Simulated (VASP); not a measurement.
**W2S: single point with PBE**

W2S:

```
CELL_PARAMETERS angstrom
0.00000 2.86363 2.86363
2.86363 0.00000 2.86363
2.86363 2.86363 0.00000
ATOMIC_POSITIONS crystal
W 0.25000 0.25000 0.25000
W 0.75000 0.75000 0.75000
S 0.00000 0.00000 0.00000
```

```
Program                : VASP 6.6.1
Task                   : single point
Functional             : PBE
Potentials or basis    : VASP PAW PBE potentials, release 64 (W_sv, S)
Cutoff                 : 520 eV
k mesh                 : 14 × 14 × 14
Occupations            : gaussian, width 0.1 eV
Spin                   : no spin polarisation
Dipole correction      : no
Further INCAR settings : ALGO = Normal; EDIFF = 1e-07; NBANDS = 24
```

The pressure is 0.5 GPa and the band gap on the k mesh is zero (band 17 reaches 13.01 eV, above the bottom of band 18 at 10.11 eV).

Levels at points of the mesh, in eV from the Fermi level:
```
           k point  band 13  band 14  band 15  band 16  band 17  band 18  band 19  band 20  band 21  band 22
(0.00, 0.00, 0.00)    -4.43    -4.43    -2.45     2.04     2.04     2.04     3.19     3.19     3.19     5.07
(0.50, 0.00, 0.00)    -2.19    -2.19    -1.72    -1.27    -0.86    -0.86    -0.54    -0.54     3.12     4.89
(0.50, 0.50, 0.00)    -4.12    -3.93    -3.26    -0.35    -0.35     0.61     0.61     2.76     2.92     4.86
```

It took 100 s on 1 thread of Intel(R) Xeon(R) Platinum 8259CL CPU @ 2.50GHz (Skylake/Cascade Lake), with other jobs on the host, peak memory 0.24 GiB.

Caveat: spin-orbit coupling is left out, which moves the levels of the heavy elements.
